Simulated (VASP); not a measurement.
Wanted: the native input for a VASP 6.6.1 run.

```
Task                   : single point
Functional             : PBE
Potentials or basis    : VASP PAW PBE potentials, release 64 (Sc_sv)
Cutoff                 : 520 eV
k mesh                 : 16 × 16 × 16
Occupations            : fermi-dirac, width 0.1 eV
Spin                   : no spin polarisation
Dipole correction      : no
Further INCAR settings : ALGO = Normal; EDIFF = 1e-06; NBANDS = 18
```

The structure of Sc lies in POSCAR:

```
Sc
1.0
   -2.4183198059      2.4183198059      1.4207467860
    2.4183198059     -2.4183198059      1.4207467860
    2.4183198059      2.4183198059     -1.4207467860
Sc
2
Direct
   -0.3750000000     -0.1250000000     -0.2500000000
    0.3750000000      0.1250000000      0.2500000000
```

One way to write it, as run:

INCAR

```
SYSTEM = Sc
PREC     = Accurate       ! precision mode
ENCUT    = 520            ! plane-wave cutoff, eV
EDIFF    = 1E-6           ! SCF threshold, eV
ISMEAR   = -1             ! smearing method
SIGMA    = 0.1            ! smearing width, eV
LREAL    = .FALSE.        ! projectors in reciprocal space
LASPH    = .TRUE.         ! aspherical terms in the spheres
NELM     = 80             ! most SCF steps
ALGO     = Normal         ! electronic algorithm
ISIF     = 2              ! what is computed and relaxed
LWAVE    = .FALSE.        ! write WAVECAR
LCHARG   = .FALSE.        ! write CHGCAR
GGA      = PE             ! functional
NBANDS   = 18             ! bands
```

KPOINTS

```
Automatic mesh
0
G
  16 16 16
  0 0 0
```

Potentials or basis: VASP PAW PBE potentials, release 64 (Sc_sv).

Command:

```console
$ cat potpaw_PBE.64/Sc_sv/POTCAR > POTCAR
$ mpirun -np 1 vasp_std > vasp.out
```

It gave:

```json
{"Pressure": "32.4 GPa", "Band gap on the k mesh": "zero (bands 11 and 12 overlap by 2.04 eV)"}
```

Caveat: the cell stands under pressure.

Wall time 4.2 min on 1 thread of Intel Xeon 8259CL, with other jobs on the host, peak memory 0.29 GiB.
